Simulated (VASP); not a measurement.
W, 1 atom in the cell. The structure is cubic, space group Im-3m (No. 229). The conventional cell has a = 3.247 Å, b = 3.247 Å, c = 3.247 Å, α = 90.00°, β = 90.00°, γ = 90.00°. Within 3.7 Å of W (site symmetry m-3m) lie 14 W at 2.81 to 3.25 Å.  This cell differs from its parent crystal: volume scaled by 1.05.

| Item | Value |
| --- | --- |
| Program | VASP 6.6.1 |
| Task | single point |
| Functional | PBE |
| Potentials or basis | VASP PAW PBE potentials, release 64 (W_sv) |
| Cutoff | 520 eV |
| k mesh | 14 × 14 × 14 |
| Occupations | fermi-dirac, width 0.03 eV |
| Spin | no spin polarisation |
| Dipole correction | no |
| Further INCAR settings | ALGO = Normal; EDIFF = 1e-06; NBANDS = 13 |

Potentials or basis: VASP PAW PBE potentials, release 64 (W_sv).

Launch:

```bash
$ cat potpaw_PBE.64/W_sv/POTCAR > POTCAR
$ mpirun -np 1 vasp_std > vasp.out
```

Hardware: 1 thread of Intel(R) Xeon(R) Platinum 8488C (Sapphire Rapids) (shared host).

**Question.** Estimate the wall time of this run.

**Answer.** Run time: 13 s on 1 thread of Intel(R) Xeon(R) Platinum 8488C (Sapphire Rapids) (shared host), peak memory 0.15 GiB. Counts: scf iterations 11, k points 104.
